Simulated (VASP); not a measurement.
# Cr in VASP: single point with PBE

Aim: the single point of Cr with PBE.

All numbers are computed with VASP 6.6.1; they aren't measurements. Logs are shortened: lines on timing, memory, paths and dates and some standing lists are left out, and cuts for length are marked.

## Step 1: The cell of the first run

The cell holds a cluster in a box, 1 atom: a = 8.500 Å, b = 8.500 Å, c = 8.500 Å, α = 90.00°, β = 90.00°, γ = 90.00°.

## Step 2: Single point, PBE, collinear spin, ferromagnetic start

The input, INCAR:

```
SYSTEM = Cr
PREC = Accurate
ENCUT = 400
EDIFF = 1E-6
ISMEAR = -1
SIGMA = 0.1
LREAL = .False.
LASPH = .True.
NELM = 200
ALGO = Normal
ISIF = 2
LWAVE = .False.
LCHARG = .False.
ISPIN = 2
MAGMOM = 6.58
LORBIT = 11
LMAXMIX = 4
GGA = PE
NBANDS = 16
GGA_COMPAT = .False.
```

The input, KPOINTS:

```
regular mesh
0
Gamma
  1 1 1
  0 0 0
```

The input, POSCAR:

```
Cr
1.0
    8.5000000000      0.0000000000      0.0000000000
    0.0000000000      8.5000000000      0.0000000000
    0.0000000000      0.0000000000      8.5000000000
Cr
1
Direct
    0.0000000000      0.0000000000      0.0000000000
```

Potentials or basis: VASP PAW PBE potentials, release 64 (Cr_pv).

The run is started by

```console
$ cat potpaw_PBE.64/Cr_pv/POTCAR > POTCAR
$ mpirun -np 1 vasp_gam > vasp.out
```

OUTCAR:

```text
SYSTEM = Cr
   PREC = Accurate
   ENCUT = 400
   EDIFF = 1E-6
   ISMEAR = -1
   LREAL = .False.
   LASPH = .True.
   NELM = 200
   ISIF = 2
   ISPIN = 2
   LORBIT = 11
   GGA = PE

 ion  position               nearest neighbor table
   1  0.000  0.000  0.000-

  LATTYP: Found a simple cubic cell.
 ALAT       =     8.5000000000

  Lattice vectors:

 A1 = (   8.5000000000,   0.0000000000,   0.0000000000)
 A2 = (   0.0000000000,   8.5000000000,   0.0000000000)
 A3 = (   0.0000000000,   0.0000000000,   8.5000000000)

Analysis of symmetry for initial positions (statically):
=====================================================================
 Subroutine PRICEL returns:
 Original cell was already a primitive cell.

 Routine SETGRP: Setting up the symmetry group for a
 simple cubic supercell.

 Subroutine GETGRP returns: Found 48 space group operations
 (whereof 48 operations were pure point group operations)
 out of a pool of 48 trial point group operations.

The static configuration has the point symmetry O_h .

Analysis of symmetry for dynamics (positions and initial velocities):
=====================================================================
 Subroutine PRICEL returns:
 Original cell was already a primitive cell.

 Routine SETGRP: Setting up the symmetry group for a
 simple cubic supercell.

 Subroutine GETGRP returns: Found 48 space group operations
 (whereof 48 operations were pure point group operations)
 out of a pool of 48 trial point group operations.

The dynamic configuration has the point symmetry O_h .

Analysis of structural, dynamic, and magnetic symmetry:
=====================================================================
 Subroutine PRICEL returns:
 Original cell was already a primitive cell.

 Routine SETGRP: Setting up the symmetry group for a
 simple cubic supercell.

 Subroutine GETGRP returns: Found 48 space group operations
 (whereof 48 operations were pure point group operations)
 out of a pool of 48 trial point group operations.

The overall configuration has the point symmetry O_h .

 Subroutine INISYM returns: Found 48 space group operations
 (whereof 48 operations are pure point group operations),
 and found     1 'primitive' translations

----------------------------------------------------------------------------------------

                                     Primitive cell

  volume of cell :     614.1250

  direct lattice vectors                    reciprocal lattice vectors
     8.500000000  0.000000000  0.000000000     0.117647059  0.000000000  0.000000000
     0.000000000  8.500000000  0.000000000     0.000000000  0.117647059  0.000000000
     0.000000000  0.000000000  8.500000000     0.000000000  0.000000000  0.117647059

  length of vectors
     8.500000000  8.500000000  8.500000000     0.117647059  0.117647059  0.117647059

  position of ions in fractional coordinates (direct lattice)
     0.000000000  0.000000000  0.000000000

  ion indices of the primitive-cell ions
   primitive index   ion index
                 1           1

----------------------------------------------------------------------------------------

 KPOINTS: regular mesh

Automatic generation of k-mesh.
 Grid dimensions read from file:
 generate k-points for:    1    1    1

 Generating k-lattice:

  Cartesian coordinates                     Fractional coordinates (reciprocal lattice)
     0.117647059  0.000000000  0.000000000     1.000000000  0.000000000  0.000000000
     0.000000000  0.117647059  0.000000000     0.000000000  1.000000000  0.000000000
     0.000000000  0.000000000  0.117647059     0.000000000  0.000000000  1.000000000

  Length of vectors
     0.117647059  0.117647059  0.117647059

  Shift w.r.t. Gamma in fractional coordinates (k-lattice)
     0.000000000  0.000000000  0.000000000

 Subroutine IBZKPT returns following result:
 ===========================================

 Found      1 irreducible k-points:

 Following reciprocal coordinates:
            Coordinates               Weight
  0.000000  0.000000  0.000000      1.000000
   k-points           NKPTS =      1   k-points in BZ     NKDIM =      1   number of bands    NBANDS=     16
   number of dos      NEDOS =    301   number of ions     NIONS =      1
   total plane-waves  NPLWV = 175616
   dimension x,y,z NGX =    56 NGY =   56 NGZ =   56
   dimension x,y,z NGXF=   112 NGYF=  112 NGZF=  112
   ions per type =               1
   NGX,Y,Z   is equivalent  to a cutoff of  10.95, 10.95, 10.95 a.u.
   NGXF,Y,Z  is equivalent  to a cutoff of  21.91, 21.91, 21.91 a.u.
 SYSTEM =  Cr
   PREC   = accura    normal or accurate (medium, high low for compatibility)
   ISTART =      0    job   : 0-new  1-cont  2-samecut
   ICHARG =      2    charge: 1-file 2-atom 10-const
   ISPIN  =      2    spin polarized calculation?
   LNONCOLLINEAR =      F non collinear calculations
   LSORBIT =      F    spin-orbit coupling
   LASPH  =      T    aspherical Exc in radial PAW
   ENCUT  =  400.0 eV  29.40 Ry    5.42 a.u.  13.86 13.86 13.86*2*pi/ulx,y,z
   NELM   =    200;   NELMIN=  2; NELMDL= -5     # of ELM steps
   EDIFF  = 0.1E-05   stopping-criterion for ELM
   LREAL  =      F    real-space projection
   EDIFFG = 0.1E-04   stopping-criterion for IOM
   NSW    =      0    number of steps for IOM
   IBRION =     -1    ionic relax: 0-MD 1-quasi-New 2-CG
   NFREE  =      0    steps in history (QN), initial steepest desc. (CG)
   ISIF   =      2    stress and relaxation
   ISYM   =      2    0-nonsym 1-usesym 2-fastsym
   POTIM  = 0.5000    time-step for ionic-motion
   TEBEG  =    0.0;   TEEND  =   0.0 temperature during run
   PSTRESS=    0.0 pullay stress
   NELECT =      12.0000    total number of electrons
   NUPDOWN=      -1.0000    fix difference up-down
   EMIN   =  10.00;   EMAX   =-10.00  energy-range for DOS
   EFERMI =   0.00;   METHOD = LEGACY
   ISMEAR =    -1;   SIGMA  =   0.10  broadening in eV -4-tet -1-fermi 0-gaus
   EFERMI_NEDOS =   21; number of points for ismear=-14 and -15
   IALGO  =     38    algorithm
   IMIX   =      4    mixing-type and parameters
     AMIX     =   0.40;   BMIX     =  1.00
     AMIX_MAG =   1.60;   BMIX_MAG =  1.00
  volume/ion in A,a.u.               =     614.12      4144.32
  Fermi-wavevector in a.u.,A,eV,Ry     =   0.440944  0.833262  2.645397  0.194431
  Thomas-Fermi vector in A             =   1.415942
   LORBIT       =     11    0 simple, 1 ext, 2 COOP (PROOUT), +10 PAW based schemes
   GGA     = PE    functional components
   LHFCALC =     F    Hartree Fock is set to
   AEXX    =    0.0000 exact exchange contribution
   IVDW    =     0    specifies the selected vdW correction
   LEPSILON=     F    determine dielectric tensor
   LRPA    =     F    only Hartree local field effects (RPA)
 spin polarized calculation
  energy-cutoff  :      400.00
  volume of cell :      614.12
 maximum number of plane-waves:      5538
 NGX is ok and might be reduce to    54
   NGX = 27   NGY = 27   NGZ = 27

 number of electron      12.0000022 magnetization       5.9999551

 Free energy of the ion-electron system (eV)
  ---------------------------------------------------
  ext. energy  EPLUGINS =         0.00000000
  ---------------------------------------------------
  free energy    TOTEN  =        -5.47485535 eV

  energy without entropy =       -5.47479516  energy(sigma->0) =       -5.47482525

 E-fermi :  -2.2038     XC(G=0):  -1.0592

 val. band max:       -3.4278898504   @ k =   0.0000   0.0000   0.0000
 cond. band min:      -1.1340318334   @ k =   0.0000   0.0000   0.0000
 fundamental gap:      2.2938580170
 Fermi energy:        -2.2038334615

 spin component 1

 k-point     1 :       0.0000    0.0000    0.0000
  band No.  band energies     occupation
      1     -45.9396      1.00000
      2     -45.9396      1.00000
      3     -45.9396      1.00000
      4      -4.1940      1.00000
      5      -3.4304      1.00000
      6      -3.4304      1.00000
      7      -3.4279      1.00000
      8      -3.4279      1.00000
      9      -3.4279      1.00000
     10      -0.7405      0.00000
     11      -0.7405      0.00000
     12      -0.7405      0.00000
     13      -0.2541      0.00000
     14       1.0227      0.00000
     15       1.0227      0.00000
     16       2.1325      0.00000
 Fermi energy:        -2.2038334615

 spin component 2

 k-point     1 :       0.0000    0.0000    0.0000
  band No.  band energies     occupation
      1     -41.5804      1.00000
      2     -41.5804      1.00000
      3     -41.5804      1.00000
      4      -1.1340      0.00002
      5       0.6140      0.00000
      6       0.6140      0.00000
      7       0.6373      0.00000
      8       0.6373      0.00000
      9       0.6373      0.00000
     10       0.9427      0.00000
     11       1.8533      0.00000
     12       1.8533      0.00000
     13       1.8533      0.00000
     14       2.4779      0.00000
     15       2.4779      0.00000
     16       3.5448      0.00000

------------------------ aborting loop because EDIFF is reached ----------------------------------------

  FORCE on cell =-STRESS in cart. coord.  units (eV):
  Direction    XX          YY          ZZ          XY          YZ          ZX
  --------------------------------------------------------------------------------------
  -------------------------------------------------------------------------------------
  Total       -0.2272643     -0.2272643     -0.2272643      0.0000000      0.0000000      0.0000000
  in kB       -0.5929049     -0.5929049     -0.5929049      0.0000000      0.0000000      0.0000000
  external PRESSURE =      -0.5929049 kB  Pullay stress =       0.0000000 kB

 VOLUME and BASIS-vectors are now :
 -----------------------------------------------------------------------------
  energy-cutoff  :      400.00
  volume of cell :      614.12
      direct lattice vectors                 reciprocal lattice vectors
     8.500000000  0.000000000  0.000000000     0.117647059  0.000000000  0.000000000
     0.000000000  8.500000000  0.000000000     0.000000000  0.117647059  0.000000000
     0.000000000  0.000000000  8.500000000     0.000000000  0.000000000  0.117647059

 POSITION                                       TOTAL-FORCE (eV/Angst)
 -----------------------------------------------------------------------------------
      0.00000      0.00000      0.00000         0.000000      0.000000      0.000000
 -----------------------------------------------------------------------------------
    total drift:                               -0.000000     -0.000000     -0.000000

  FREE ENERGIE OF THE ION-ELECTRON SYSTEM (eV)
  ---------------------------------------------------
  free  energy   TOTEN  =        -5.4748553496 eV

  energy  without entropy=       -5.4747951551  energy(sigma->0) =       -5.47482525

 total charge

# of ion       s       p       d       tot
------------------------------------------
    1        0.247   5.975   4.344  10.566

 magnetization (x)

# of ion       s       p       d       tot
------------------------------------------
    1        0.247   0.002   4.344   4.592
```

Run time: 31 s. Hardware: 1 thread of AMD EPYC 9R45 (Zen 5), shared host; peak memory 0.46 GiB.

Results:

* Free energy: -5.4749 eV
* Gap between the frontier levels: 2.29 eV
* Net moment: 6.00 μB per cell
* Site moments: Cr +4.59 μB
* Valence electrons inside the program's atomic spheres: Cr 10.57
